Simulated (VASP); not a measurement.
# SiC (Pm-3m) in VASP: a series of runs

SiC is run at these levels: PBE; tasks: single point.

Program: VASP 6.6.1. These are calculated values, not measurements. Logs are shortened: lines on timing, memory, paths and dates and some standing lists are left out, and cuts for length are marked.

**1. The cell of the first run**

It takes space group Pm-3m (No. 221, cubic). The conventional cell has a = 2.638 Å, b = 2.638 Å, c = 2.638 Å, α = 90.00°, β = 90.00°, γ = 90.00°. Si (site symmetry m-3m) has 8 C at 2.28 Å and 6 Si at 2.64 Å within 3.0 Å. C (site symmetry m-3m) has 8 Si at 2.28 Å and 6 C at 2.64 Å within 3.0 Å.

**2. Single point, PBE**

Input file INCAR:

```
SYSTEM = SiC
ALGO     = Normal         ! electronic algorithm
EDIFF    = 1E-7           ! SCF threshold, eV
ENCUT    = 520            ! plane-wave cutoff, eV
GGA      = PE             ! functional
ISIF     = 2              ! what is computed and relaxed
ISMEAR   = 0              ! smearing method
LASPH    = .True.         ! aspherical terms in the spheres
LCHARG   = .False.        ! write CHGCAR
LREAL    = .False.        ! projectors in reciprocal space
LWAVE    = .False.        ! write WAVECAR
NBANDS   = 11             ! bands
NELM     = 100            ! most SCF steps
PREC     = Accurate       ! precision mode
SIGMA    = 0.1            ! smearing width, eV
```

Input file KPOINTS:

```
k-points
0
Gamma
  6 6 6
  0 0 0
```

Input file POSCAR:

```
SiC
1.0
    2.6378440910      0.0000000000      0.0000000000
    0.0000000000      2.6378440910      0.0000000000
    0.0000000000      0.0000000000      2.6378440910
Si C
1 1
Direct
    0.5000000000      0.5000000000      0.5000000000
    0.0000000000      0.0000000000      0.0000000000
```

Potentials or basis: VASP PAW PBE potentials, release 64 (Si, C).

Started as:

```
cat potpaw_PBE.64/Si/POTCAR potpaw_PBE.64/C/POTCAR > POTCAR
mpirun -np 1 vasp_std > vasp.out
```

OUTCAR:

```text
SYSTEM = SiC
   EDIFF = 1E-7
   ENCUT = 520
   GGA = PE
   ISIF = 2
   ISMEAR = 0
   LASPH = .True.
   LREAL = .False.
   NELM = 100
   PREC = Accurate

 ion  position               nearest neighbor table
   1  0.500  0.500  0.500-   2 2.28   2 2.28   2 2.28   2 2.28   2 2.28   2 2.28   2 2.28   2 2.28

   2  0.000  0.000  0.000-   1 2.28   1 2.28   1 2.28   1 2.28   1 2.28   1 2.28   1 2.28   1 2.28

  LATTYP: Found a simple cubic cell.
 ALAT       =     2.6378440910

  Lattice vectors:

 A1 = (   2.6378440910,   0.0000000000,   0.0000000000)
 A2 = (   0.0000000000,   2.6378440910,   0.0000000000)
 A3 = (   0.0000000000,   0.0000000000,   2.6378440910)

Analysis of symmetry for initial positions (statically):
=====================================================================
 Subroutine PRICEL returns:
 Original cell was already a primitive cell.

 Routine SETGRP: Setting up the symmetry group for a
 simple cubic supercell.

 Subroutine GETGRP returns: Found 48 space group operations
 (whereof 48 operations were pure point group operations)
 out of a pool of 48 trial point group operations.

The static configuration has the point symmetry O_h .

Analysis of symmetry for dynamics (positions and initial velocities):
=====================================================================
 Subroutine PRICEL returns:
 Original cell was already a primitive cell.

 Routine SETGRP: Setting up the symmetry group for a
 simple cubic supercell.

 Subroutine GETGRP returns: Found 48 space group operations
 (whereof 48 operations were pure point group operations)
 out of a pool of 48 trial point group operations.

The dynamic configuration has the point symmetry O_h .

 Subroutine INISYM returns: Found 48 space group operations
 (whereof 48 operations are pure point group operations),
 and found     1 'primitive' translations

----------------------------------------------------------------------------------------

                                     Primitive cell

  volume of cell :      18.3547

  direct lattice vectors                    reciprocal lattice vectors
     2.637844091  0.000000000  0.000000000     0.379097462  0.000000000  0.000000000
     0.000000000  2.637844091  0.000000000     0.000000000  0.379097462  0.000000000
     0.000000000  0.000000000  2.637844091     0.000000000  0.000000000  0.379097462

  length of vectors
     2.637844091  2.637844091  2.637844091     0.379097462  0.379097462  0.379097462

  position of ions in fractional coordinates (direct lattice)
     0.500000000  0.500000000  0.500000000
     0.000000000  0.000000000  0.000000000

  ion indices of the primitive-cell ions
   primitive index   ion index
                 1           1
                 2           2

----------------------------------------------------------------------------------------

 KPOINTS: k-points

Automatic generation of k-mesh.
 Grid dimensions read from file:
 generate k-points for:    6    6    6

 Generating k-lattice:

  Cartesian coordinates                     Fractional coordinates (reciprocal lattice)
     0.063182910  0.000000000  0.000000000     0.166666667  0.000000000  0.000000000
     0.000000000  0.063182910  0.000000000     0.000000000  0.166666667  0.000000000
     0.000000000  0.000000000  0.063182910     0.000000000  0.000000000  0.166666667

  Length of vectors
     0.063182910  0.063182910  0.063182910

  Shift w.r.t. Gamma in fractional coordinates (k-lattice)
     0.000000000  0.000000000  0.000000000

 Subroutine IBZKPT returns following result:
 ===========================================

 Found     20 irreducible k-points:

 Following reciprocal coordinates:
            Coordinates               Weight
  0.000000  0.000000  0.000000      1.000000
  0.166667  0.000000  0.000000      6.000000
  0.333333  0.000000  0.000000      6.000000
  0.500000  0.000000  0.000000      3.000000
  0.166667  0.166667  0.000000     12.000000
  0.333333  0.166667  0.000000     24.000000
[... 12 lines left out ...]
  0.500000  0.500000  0.333333      6.000000
  0.500000  0.500000  0.500000      1.000000
   k-points           NKPTS =     20   k-points in BZ     NKDIM =     20   number of bands    NBANDS=     11
   number of dos      NEDOS =    301   number of ions     NIONS =      2
   total plane-waves  NPLWV =   8000
   dimension x,y,z NGX =    20 NGY =   20 NGZ =   20
   dimension x,y,z NGXF=    40 NGYF=   40 NGZF=   40
   ions per type =               1   1
   NGX,Y,Z   is equivalent  to a cutoff of  12.60, 12.60, 12.60 a.u.
   NGXF,Y,Z  is equivalent  to a cutoff of  25.21, 25.21, 25.21 a.u.
 SYSTEM =  SiC
   PREC   = accura    normal or accurate (medium, high low for compatibility)
   ISTART =      0    job   : 0-new  1-cont  2-samecut
   ICHARG =      2    charge: 1-file 2-atom 10-const
   ISPIN  =      1    spin polarized calculation?
   LNONCOLLINEAR =      F non collinear calculations
   LSORBIT =      F    spin-orbit coupling
   LASPH  =      T    aspherical Exc in radial PAW
   ENCUT  =  520.0 eV  38.22 Ry    6.18 a.u.   4.90  4.90  4.90*2*pi/ulx,y,z
   NELM   =    100;   NELMIN=  2; NELMDL= -5     # of ELM steps
   EDIFF  = 0.1E-06   stopping-criterion for ELM
   LREAL  =      F    real-space projection
   EDIFFG = 0.1E-05   stopping-criterion for IOM
   NSW    =      0    number of steps for IOM
   IBRION =     -1    ionic relax: 0-MD 1-quasi-New 2-CG
   NFREE  =      0    steps in history (QN), initial steepest desc. (CG)
   ISIF   =      2    stress and relaxation
   ISYM   =      2    0-nonsym 1-usesym 2-fastsym
   POTIM  = 0.5000    time-step for ionic-motion
   TEBEG  =    0.0;   TEEND  =   0.0 temperature during run
   PSTRESS=    0.0 pullay stress
   NELECT =       8.0000    total number of electrons
   NUPDOWN=      -1.0000    fix difference up-down
   EMIN   =  10.00;   EMAX   =-10.00  energy-range for DOS
   EFERMI =   0.00;   METHOD = LEGACY
   ISMEAR =     0;   SIGMA  =   0.10  broadening in eV -4-tet -1-fermi 0-gaus
   EFERMI_NEDOS =   21; number of points for ismear=-14 and -15
   IALGO  =     38    algorithm
   IMIX   =      4    mixing-type and parameters
     AMIX     =   0.40;   BMIX     =  1.00
     AMIX_MAG =   1.60;   BMIX_MAG =  1.00
  volume/ion in A,a.u.               =       9.18        61.93
  Fermi-wavevector in a.u.,A,eV,Ry     =   1.241240  2.345603 20.962174  1.540676
  Thomas-Fermi vector in A             =   2.375646
   LORBIT       =      0    0 simple, 1 ext, 2 COOP (PROOUT), +10 PAW based schemes
   GGA     = PE    functional components
   LHFCALC =     F    Hartree Fock is set to
   AEXX    =    0.0000 exact exchange contribution
   IVDW    =     0    specifies the selected vdW correction
   LEPSILON=     F    determine dielectric tensor
   LRPA    =     F    only Hartree local field effects (RPA)
 non-spin polarized calculation
 Gauss-broadening in eV      SIGMA  =   0.10
  energy-cutoff  :      520.00
  volume of cell :       18.35
 maximum number of plane-waves:       512
 NGX is ok and might be reduce to    20
   NGX =  9   NGY =  9   NGZ =  9

 number of electron       7.9999999 magnetization

 Free energy of the ion-electron system (eV)
  ---------------------------------------------------
  ext. energy  EPLUGINS =         0.00000000
  ---------------------------------------------------
  free energy    TOTEN  =       -10.95081460 eV

  energy without entropy =      -10.94729445  energy(sigma->0) =      -10.94905453

 E-fermi :  11.1455     XC(G=0): -12.4162

 val. band max:       11.0576151568   @ k =   0.5000   0.3333   0.1667
 cond. band min:      11.4535757648   @ k =   0.3333   0.0000   0.0000
 fundamental gap:      0.3959606080
 Fermi energy:        11.1455387241

 k-point     1 :       0.0000    0.0000    0.0000
  band No.  band energies     occupation
      1      -6.3311      2.00000
      2      10.1162      2.00000
      3      10.1162      2.00000
      4      10.1162      2.00000
      5      12.7722      0.00000
      6      16.2036      0.00000
      7      16.2036      0.00000
      8      24.0093      0.00000
      9      24.0093      0.00000
     10      24.0093      0.00000
     11      31.4248      0.00000

 k-point     2 :       0.1667    0.0000    0.0000
  band No.  band energies     occupation
      1      -5.7957      2.00000
      2       6.6220      2.00000
      3      10.4952      2.00000
      4      10.4952      2.00000
      5      13.8115      0.00000
      6      16.7381      0.00000
      7      18.8023      0.00000
      8      22.7326      0.00000
      9      22.7326      0.00000
     10      24.0126      0.00000
     11      30.8435      0.00000

 k-point     3 :       0.3333    0.0000    0.0000
  band No.  band energies     occupation
      1      -4.2182      2.00000
      2       2.2675      2.00000
      3      11.4536      0.00001
      4      11.4536      0.00001
      5      15.0521      0.00000
      6      18.2284      0.00000
      7      19.0107      0.00000
      8      20.1758      0.00000
      9      20.1758      0.00000
     10      26.8061      0.00000
     11      27.8578      0.00000

 k-point     4 :       0.5000    0.0000    0.0000
  band No.  band energies     occupation
      1      -2.2354      2.00000
      2      -0.6850      2.00000
      3      12.1205      0.00000
      4      12.1205      0.00000
      5      16.2862      0.00000
      6      17.6314      0.00000
      7      18.8141      0.00000
      8      18.8141      0.00000
      9      19.5663      0.00000
     10      24.2997      0.00000
     11      30.9152      0.00000

 k-point     5 :       0.1667    0.1667    0.0000
  band No.  band energies     occupation
      1      -5.2632      2.00000
      2       6.9692      2.00000
      3       7.2125      2.00000
      4      10.8674      1.99992
      5      15.0390      0.00000
      6      17.5403      0.00000
      7      19.5211      0.00000
      8      21.6970      0.00000
      9      22.2472      0.00000
     10      25.2231      0.00000
     11      28.4929      0.00000
[... 155 lines left out ...]
 k-point    17 :       0.3333    0.3333    0.3333
  band No.  band energies     occupation
      1      -0.1812      2.00000
      2       5.8951      2.00000
      3       6.2671      2.00000
      4       6.2671      2.00000
      5      12.3704      0.00000
      6      13.2024      0.00000
      7      13.2024      0.00000
      8      19.0635      0.00000
      9      27.5704      0.00000
     10      29.1979      0.00000
     11      29.1979      0.00000

 k-point    18 :       0.5000    0.3333    0.3333
  band No.  band energies     occupation
      1       1.5002      2.00000
      2       3.5766      2.00000
      3       7.3279      2.00000
      4       7.7721      2.00000
      5      10.4800      2.00000
      6      10.7425      2.00000
      7      14.2997      0.00000
      8      17.1518      0.00000
      9      28.2196      0.00000
     10      29.4873      0.00000
     11      29.7696      0.00000

 k-point    19 :       0.5000    0.5000    0.3333
  band No.  band energies     occupation
      1       2.9663      2.00000
      2       5.2715      2.00000
      3       5.2715      2.00000
      4       7.9018      2.00000
      5       8.7905      2.00000
      6      12.2401      0.00000
      7      12.2401      0.00000
      8      14.6857      0.00000
      9      29.4679      0.00000
     10      30.0364      0.00000
     11      30.0364      0.00000

 k-point    20 :       0.5000    0.5000    0.5000
  band No.  band energies     occupation
      1       4.2052      2.00000
      2       6.8322      2.00000
      3       6.8322      2.00000
      4       6.8322      2.00000
      5       9.6875      2.00000
      6       9.6875      2.00000
      7       9.6875      2.00000
      8      11.9768      0.00000
      9      30.7994      0.00000
     10      30.7994      0.00000
     11      30.7994      0.00000

------------------------ aborting loop because EDIFF is reached ----------------------------------------

  FORCE on cell =-STRESS in cart. coord.  units (eV):
  Direction    XX          YY          ZZ          XY          YZ          ZX
  --------------------------------------------------------------------------------------
  -------------------------------------------------------------------------------------
  Total       -0.0011679     -0.0011679     -0.0011679     -0.0000000      0.0000000     -0.0000000
  in kB       -0.1019454     -0.1019454     -0.1019454     -0.0000000      0.0000000     -0.0000000
  external PRESSURE =      -0.1019454 kB  Pullay stress =       0.0000000 kB

 VOLUME and BASIS-vectors are now :
 -----------------------------------------------------------------------------
  energy-cutoff  :      520.00
  volume of cell :       18.35
      direct lattice vectors                 reciprocal lattice vectors
     2.637844091  0.000000000  0.000000000     0.379097462  0.000000000  0.000000000
     0.000000000  2.637844091  0.000000000     0.000000000  0.379097462  0.000000000
     0.000000000  0.000000000  2.637844091     0.000000000  0.000000000  0.379097462

 POSITION                                       TOTAL-FORCE (eV/Angst)
 -----------------------------------------------------------------------------------
      1.31892      1.31892      1.31892         0.000000      0.000000      0.000000
      0.00000      0.00000      0.00000         0.000000      0.000000      0.000000
 -----------------------------------------------------------------------------------
    total drift:                               -0.000000      0.000000     -0.000000

  FREE ENERGIE OF THE ION-ELECTRON SYSTEM (eV)
  ---------------------------------------------------
  free  energy   TOTEN  =       -10.9508146034 eV

  energy  without entropy=      -10.9472944519  energy(sigma->0) =      -10.94905453
```

Run time: 2.3 s. Hardware: 1 thread of Intel Xeon 6975P-C (Granite Rapids), shared host; peak memory 0.12 GiB.

What came out:

```
Free energy            : -10.9508 eV
Pressure               : 0.0 GPa
Band gap on the k mesh : zero (band 4 reaches 12.44 eV, above the bottom of band 5 at 8.79 eV)
```

Levels at points of the mesh, in eV from the Fermi level:
```
           k point  band 1  band 2  band 3  band 4  band 5  band 6  band 7  band 8  band 9
(0.00, 0.00, 0.00)  -17.48   -1.03   -1.03   -1.03    1.63    5.06    5.06   12.86   12.86
(0.50, 0.00, 0.00)  -13.38  -11.83    0.97    0.97    5.14    6.49    7.67    7.67    8.42
(0.50, 0.50, 0.00)   -9.86   -7.88   -7.88   -5.39    2.50    8.88    8.88   11.14   13.18
(0.50, 0.50, 0.50)   -6.94   -4.31   -4.31   -4.31   -1.46   -1.46   -1.46    0.83   19.65
```

Caveat: the k points lie up to 0.40 Å⁻¹ apart.

(Continued in part 2 of 2.)
